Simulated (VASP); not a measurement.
# Cr (Fm-3m) in VASP: notebook, part 2 of 2

VASP 6.6.1. The steps go on from the part before.

**5. Single point, PBE (volume scaled by 1.08)**

The input, INCAR:

```
SYSTEM = Cr
PREC = Accurate ; ENCUT = 520
EDIFF = 1E-6 ; ISMEAR = -1
SIGMA = 0.1 ; LREAL = .FALSE.
LASPH = .TRUE. ; NELM = 80
ALGO = Normal ; ISIF = 2
LWAVE = .FALSE. ; LCHARG = .FALSE.
GGA = PE ; NBANDS = 12
```

The input, KPOINTS:

```
Automatic mesh
0
G
  17 17 17
  0 0 0
```

The input, POSCAR:

```
Cr
1.0
    0.0000000000      1.8593331485      1.8593331485
    1.8593331485      0.0000000000      1.8593331485
    1.8593331485      1.8593331485      0.0000000000
Cr
1
Direct
    0.0000000000      0.0000000000      0.0000000000
```

Potentials or basis: VASP PAW PBE potentials, release 64 (Cr_pv).

Started as:

```
cat potpaw_PBE.64/Cr_pv/POTCAR > POTCAR
mpirun -np 1 vasp_std > vasp.out
```

OUTCAR:

```text
SYSTEM = Cr
   PREC = Accurate
   ENCUT = 520
   EDIFF = 1E-6
   ISMEAR = -1
   LREAL = .FALSE.
   LASPH = .TRUE.
   NELM = 80
   ISIF = 2
   GGA = PE

 ion  position               nearest neighbor table
   1  0.000  0.000  0.000-

  LATTYP: Found a face centered cubic cell.
 ALAT       =     3.7186662970

  Lattice vectors:

 A1 = (   0.0000000000,   1.8593331485,   1.8593331485)
 A2 = (   1.8593331485,   0.0000000000,   1.8593331485)
 A3 = (   1.8593331485,   1.8593331485,   0.0000000000)

Analysis of symmetry for initial positions (statically):
=====================================================================
 Subroutine PRICEL returns:
 Original cell was already a primitive cell.

 Routine SETGRP: Setting up the symmetry group for a
 face centered cubic supercell.

 Subroutine GETGRP returns: Found 48 space group operations
 (whereof 48 operations were pure point group operations)
 out of a pool of 48 trial point group operations.

The static configuration has the point symmetry O_h .

Analysis of symmetry for dynamics (positions and initial velocities):
=====================================================================
 Subroutine PRICEL returns:
 Original cell was already a primitive cell.

 Routine SETGRP: Setting up the symmetry group for a
 face centered cubic supercell.

 Subroutine GETGRP returns: Found 48 space group operations
 (whereof 48 operations were pure point group operations)
 out of a pool of 48 trial point group operations.

The dynamic configuration has the point symmetry O_h .

 Subroutine INISYM returns: Found 48 space group operations
 (whereof 48 operations are pure point group operations),
 and found     1 'primitive' translations

----------------------------------------------------------------------------------------

                                     Primitive cell

[... 112 lines left out ...]
   LORBIT       =      0    0 simple, 1 ext, 2 COOP (PROOUT), +10 PAW based schemes
   GGA     = PE    functional components
   LHFCALC =     F    Hartree Fock is set to
   AEXX    =    0.0000 exact exchange contribution
   IVDW    =     0    specifies the selected vdW correction
   LEPSILON=     F    determine dielectric tensor
   LRPA    =     F    only Hartree local field effects (RPA)
 non-spin polarized calculation
  energy-cutoff  :      520.00
  volume of cell :       12.86
 maximum number of plane-waves:       357
   NGX =  9   NGY =  9   NGZ =  9

 number of electron      11.9999990 magnetization

 Free energy of the ion-electron system (eV)
  ---------------------------------------------------
  ext. energy  EPLUGINS =         0.00000000
  ---------------------------------------------------
  free energy    TOTEN  =        -9.10147581 eV

  energy without entropy =       -9.03706739  energy(sigma->0) =       -9.06927160

 E-fermi :   9.3084     XC(G=0): -13.0506

 val. band max:        9.2941393189   @ k =  -0.4706   0.1176   0.0588
 cond. band min:       9.3134664739   @ k =  -0.3529   0.1765   0.0588
 fundamental gap:      0.0193271550
 Fermi energy:         9.3083777299

 k-point     1 :       0.0000    0.0000    0.0000
  band No.  band energies     occupation
      1     -33.2056      2.00000
      2     -33.2056      2.00000
      3     -33.2056      2.00000
      4       2.0671      2.00000
      5       8.9210      1.95930
      6       8.9210      1.95930
      7       8.9210      1.95930
      8      10.4883      0.00002
      9      10.4883      0.00002
     10      16.7364      0.00000
     11      28.5819      0.00000
     12      33.7081      0.00000
[... 331 lines left out ...]
 k-point    24 :      -0.1176    0.0588    0.0000
  band No.  band energies     occupation
      1     -33.3316      2.00000
      2     -33.2379      2.00000
      3     -33.2163      2.00000
      4       2.8706      2.00000
      5       8.5722      1.99873
      6       9.1510      1.65662
      7       9.1513      1.65578
      8      10.2531      0.00016
      9      10.5384      0.00001
     10      16.7362      0.00000
     11      28.0892      0.00000
     12      29.8161      0.00000

 [... further k-points ...]

------------------------ aborting loop because EDIFF is reached ----------------------------------------

  FORCE on cell =-STRESS in cart. coord.  units (eV):
  Direction    XX          YY          ZZ          XY          YZ          ZX
  --------------------------------------------------------------------------------------
  -------------------------------------------------------------------------------------
  Total       -1.2699475     -1.2699475     -1.2699475     -0.0000000      0.0000000      0.0000000
  in kB     -158.2685905   -158.2685905   -158.2685905     -0.0000000      0.0000000      0.0000000
  external PRESSURE =    -158.2685905 kB  Pullay stress =       0.0000000 kB

 VOLUME and BASIS-vectors are now :
 -----------------------------------------------------------------------------
  energy-cutoff  :      520.00
  volume of cell :       12.86
      direct lattice vectors                 reciprocal lattice vectors
     0.000000000  1.859333148  1.859333148    -0.268913616  0.268913616  0.268913616
     1.859333148  0.000000000  1.859333148     0.268913616 -0.268913616  0.268913616
     1.859333148  1.859333148  0.000000000     0.268913616  0.268913616 -0.268913616

 POSITION                                       TOTAL-FORCE (eV/Angst)
 -----------------------------------------------------------------------------------
      0.00000      0.00000      0.00000         0.000000      0.000000      0.000000
 -----------------------------------------------------------------------------------
    total drift:                                0.000000      0.000000      0.000000

  FREE ENERGIE OF THE ION-ELECTRON SYSTEM (eV)
  ---------------------------------------------------
  free  energy   TOTEN  =        -9.1014758147 eV

  energy  without entropy=       -9.0370673883  energy(sigma->0) =       -9.06927160
```

OSZICAR:

```text
N       E                     dE             d eps       ncg     rms          rms(c)
DAV:   1     0.819886260418E+02    0.81989E+02   -0.71051E+03  3968   0.117E+03
DAV:   2    -0.947441963041E+01   -0.91463E+02   -0.88305E+02  4036   0.296E+02
DAV:   3    -0.108229317144E+02   -0.13485E+01   -0.13364E+01  4528   0.426E+01
DAV:   4    -0.108305526465E+02   -0.76209E-02   -0.76195E-02  4328   0.324E+00
DAV:   5    -0.108306489721E+02   -0.96326E-04   -0.96325E-04  4416   0.336E-01    0.114E+01
DAV:   6    -0.914314316502E+01    0.16875E+01   -0.48397E+00  4156   0.375E+01    0.217E+00
DAV:   7    -0.911190551104E+01    0.31238E-01   -0.15843E-01  4088   0.604E+00    0.993E-01
DAV:   8    -0.910210191655E+01    0.98036E-02   -0.55395E-03  4412   0.106E+00    0.234E-01
DAV:   9    -0.910147700250E+01    0.62491E-03   -0.16746E-03  4084   0.683E-01    0.410E-02
DAV:  10    -0.910147990536E+01   -0.29029E-05   -0.28172E-05  4412   0.635E-02    0.616E-03
DAV:  11    -0.910147585619E+01    0.40492E-05   -0.14123E-06  3124   0.196E-02    0.119E-03
DAV:  12    -0.910147581472E+01    0.41465E-07   -0.23134E-08  2008   0.204E-03
   1 F= -.91014758E+01 E0= -.90692716E+01  d E =-.644084E-01
```

stdout:

```text
POSCAR found type information on POSCAR Cr
 POSCAR found :  1 types and       1 ions
 scaLAPACK will be used
 LDA part: xc-table for (Slater+PW92), standard interpolation
 POSCAR, INCAR and KPOINTS ok, starting setup
 FFT: planning ... GRIDC
 FFT: planning ... GRID_SOFT
 FFT: planning ... GRID
 WAVECAR not read
 entering main loop
```

Wall time 19 s (1 thread of Intel Xeon 6975P-C, shared host); peak memory 0.14 GiB.

Results:

| Quantity | Value |
| --- | --- |
| Free energy | -9.1015 eV |
| Pressure | -15.8 GPa |
| Band gap on the k mesh | zero (band 6 reaches 11.52 eV, above the bottom of band 7 at 8.92 eV) |

Levels at points of the mesh, in eV from the Fermi level:
| k point | band 4 | band 5 | band 6 | band 7 | band 8 | band 9 |
| --- | --- | --- | --- | --- | --- | --- |
| (0.00, 0.00, 0.00) | -7.24 | -0.39 | -0.39 | -0.39 | 1.18 | 1.18 |

Caveat: the run has no spin polarisation, though such a crystal can be magnetic.

**6. The runs side by side**

```csv
cell,gap on the mesh (eV),pressure (GPa)
"a = 2.528 Å, angles 60.0°, 1 atom",none,9.9
"a = 2.563 Å, angles 60.0°, 1 atom",none,-0.5
"a = 2.597 Å, angles 60.0°, 1 atom",none,-9.0
"a = 2.629 Å, angles 60.0°, 1 atom",none,-15.8
```

Alike in all rows: task single point; level PBE; potentials or basis VASP PAW PBE potentials, release 64 (Cr_pv); no spin polarisation; k mesh 17 × 17 × 17; cutoff (eV) 520; smearing fermi-dirac 0.1 eV.

Caveats: the run has no spin polarisation, though such a crystal can be magnetic.

Absolute energies hang on the potentials; compare differences alone.
